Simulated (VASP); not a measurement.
# Pd: single point with r2SCAN

Crystal: Pd.

```
CELL_PARAMETERS angstrom
0.00000 1.95509 1.95509
1.95509 0.00000 1.95509
1.95509 1.95509 0.00000
ATOMIC_POSITIONS crystal
Pd 0.00000 0.00000 0.00000
```

* Program: VASP 6.6.1
* Task: single point
* Functional: r2SCAN
* Potentials or basis: VASP PAW PBE potentials, release 64 (Pd)
* Cutoff: 520 eV
* k mesh: 24 × 24 × 24
* Occupations: methfessel-paxton, width 0.1 eV
* Spin: no spin polarisation
* Dipole correction: no
* Further INCAR settings: ALGO = Normal; EDIFF = 1e-07; NBANDS = 11

```yaml
Pressure: 0.3 GPa
Band_gap_on_the_k_mesh: zero (bands 5 and 6 overlap by 1.65 eV)
```

Levels at points of the mesh, in eV from the Fermi level:
```
           k point  band 1  band 2  band 3  band 4  band 5  band 6  band 7  band 8  band 9  band 10
(0.00, 0.00, 0.00)   -7.08   -2.85   -2.85   -2.85   -1.28   -1.28   18.02   22.52   22.93    22.93
(0.50, 0.00, 0.00)   -5.32   -2.92   -2.92   -0.03   -0.03    1.32    7.61   17.41   22.00    22.00
(0.50, 0.50, 0.00)   -5.42   -5.15   -0.09    0.31    0.31    3.66   11.17   13.86   13.86    21.90
```

It took 3.5 min on 1 thread of Intel(R) Xeon(R) Platinum 8259CL CPU @ 2.50GHz (Skylake/Cascade Lake) (shared host), peak memory 0.2 GiB.

Caveat: the PAW data sets were made with another functional, which shifts forces and pressure a little.
